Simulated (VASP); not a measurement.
# CrGaC6N6: single point with PBE

The system is CrGaC6N6.

```
Cr Ga C N
1.0
    -0.00093    5.23229    5.23239
     5.24412   -0.01215    5.24358
     5.23759    5.23687   -0.00551
Cr Ga C N
1 1 6 6
Cartesian
  0.0000 0.0000 0.0000
  5.2404 5.2285 5.2352
  2.0394 5.2325 5.2339
  5.2414 2.0279 5.2398
  5.2380 5.2350 2.0346
  8.4414 5.2245 5.2366
  5.2394 8.4291 5.2306
  5.2428 5.2220 8.4358
  3.2038 5.2311 5.2356
  5.2390 3.1923 5.2353
  5.2391 5.2310 3.1990
  7.2770 5.2259 5.2350
  5.2418 7.2647 5.2352
  5.2416 5.2259 7.2714
```

```yaml
Program: VASP 6.6.1
Task: single point
Functional: PBE
Potentials_or_basis: VASP PAW PBE potentials, release 64 (Cr_pv, Ga_d, C, N)
Cutoff: 520 eV
k_mesh: 2 × 2 × 2
Occupations: gaussian, width 0.1 eV
Spin: collinear spin, ferromagnetic start
Starting_moments: "[2.35, 0.0, 0.0, 0.0, 0.0, 0.0, 0.0, 0.0, 0.0, 0.0, 0.0, 0.0, 0.0, 0.0] μB"
```

```json
{
  "Pressure": "0.5 GPa",
  "Largest force": "0.414 eV/Å",
  "Band gap on the k mesh": "1.81 eV (least direct gap 1.82 eV)",
  "Net moment": "3.00 μB per cell",
  "Site moments": "Cr +2.56; Ga -0.01; C -0.05; N +0.07 μB",
  "Valence electrons inside the program's atomic spheres": "Cr 10.89; Ga 11.54; C 2.59; N 3.91"
}
```

Forces on the atoms (eV/Å):
```
Cr   0.000  0.000  0.000
Ga   0.000  0.000  0.000
C   -0.414  0.001 -0.001
C    0.001 -0.414  0.002
C   -0.001  0.001 -0.414
C    0.414 -0.001  0.001
C   -0.001  0.414 -0.002
C    0.000 -0.002  0.414
N    0.399 -0.001  0.000
N    0.000  0.399 -0.001
N    0.001 -0.001  0.399
N   -0.399  0.001 -0.001
N    0.000 -0.399  0.001
N   -0.001  0.002 -0.399
```

Levels at points of the mesh, in eV from the valence-band top:
Spin up:
| k point | band 38 | band 39 | band 40 | band 41 | band 42 | band 43 | band 44 | band 45 |
| --- | --- | --- | --- | --- | --- | --- | --- | --- |
| (0.00, 0.00, 0.00) | -1.82 | -0.33 | -0.33 | -0.33 | 4.39 | 4.39 | 5.03 | 5.04 |
| (0.50, 0.00, 0.00) | -1.53 | -0.18 | -0.14 | -0.14 | 4.29 | 4.29 | 5.05 | 5.29 |
| (0.00, 0.50, 0.00) | -1.53 | -0.18 | -0.14 | -0.14 | 4.29 | 4.29 | 5.05 | 5.28 |
| (0.50, 0.50, 0.00) | -1.62 | -0.33 | 0.00 | 0.00 | 4.07 | 4.42 | 5.04 | 5.30 |
| (0.00, 0.00, 0.50) | -1.53 | -0.18 | -0.14 | -0.14 | 4.29 | 4.29 | 5.05 | 5.28 |
| (0.50, 0.00, 0.50) | -1.62 | -0.33 | 0.00 | 0.00 | 4.07 | 4.42 | 5.04 | 5.30 |
| (0.00, 0.50, 0.50) | -1.62 | -0.33 | 0.00 | 0.00 | 4.07 | 4.42 | 5.04 | 5.30 |
| (0.50, 0.50, 0.50) | -1.53 | -0.18 | -0.14 | -0.14 | 4.29 | 4.29 | 5.05 | 5.29 |
Spin down:
```tsv
k point	band 35	band 36	band 37	band 38	band 39	band 40	band 41	band 42
(0.00, 0.00, 0.00)	-2.19	-1.75	-1.75	-1.75	1.81	1.82	1.82	5.37
(0.50, 0.00, 0.00)	-2.05	-1.99	-1.48	-1.48	2.01	2.08	2.09	5.07
(0.00, 0.50, 0.00)	-2.05	-1.98	-1.48	-1.47	2.00	2.09	2.09	5.07
(0.50, 0.50, 0.00)	-1.78	-1.77	-1.75	-1.56	1.82	2.27	2.27	4.98
(0.00, 0.00, 0.50)	-2.05	-1.98	-1.48	-1.47	2.01	2.08	2.09	5.07
(0.50, 0.00, 0.50)	-1.77	-1.77	-1.75	-1.56	1.82	2.27	2.27	4.98
(0.00, 0.50, 0.50)	-1.78	-1.77	-1.75	-1.56	1.82	2.27	2.27	4.98
(0.50, 0.50, 0.50)	-2.05	-1.99	-1.48	-1.47	2.01	2.09	2.09	5.07
```

Wall time 4.6 min on 1 thread of Intel(R) Xeon(R) 6975P-C (Granite Rapids), on a shared host, peak memory 0.66 GiB.

Caveat: the k points lie up to 0.52 Å⁻¹ apart; a cell with one magnetic atom can't hold antiferromagnetic order, which such compounds often take. A k mesh can miss the band edges.
